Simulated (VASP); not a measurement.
Here is a VASP 6.6.1 calculation.

File INCAR:

```
PREC = Accurate ; ENCUT = 520
EDIFF = 1E-6 ; ISMEAR = 0
SIGMA = 0.1 ; LREAL = False
LASPH = True ; NELM = 80
ALGO = Fast ; ISIF = 2
LWAVE = False ; LCHARG = True
GGA = PS ; LELF = True
LVHAR = True ; NBANDS = 16
```

File KPOINTS:

```
Automatic mesh
0
Gamma
  14 14 14
```

POSCAR

```
AlRu
1.0
    2.9763145936      0.0000000000      0.0000000000
    0.0000000000      2.9763145936      0.0000000000
    0.0000000000      0.0000000000      2.9763145936
Al Ru
1 1
Direct
    0.0000000000      0.0000000000      0.0000000000
    0.5000000000      0.5000000000      0.5000000000
```

Potentials or basis: VASP PAW PBE potentials, release 64 (Al, Ru_pv).

Run with:

```bash
$ cat potpaw_PBE.64/Al/POTCAR potpaw_PBE.64/Ru_pv/POTCAR > POTCAR
$ mpirun -np 1 vasp_std > vasp.out
```

Question: What does it give for the pressure?

Answer: 0.0 GPa.

Question: Estimate the band gap on the k mesh.

Answer: Zero (an odd number of electrons rules out a gap without spin polarisation).

Caveat: the PAW data sets were made with another functional, which shifts forces and pressure a little.
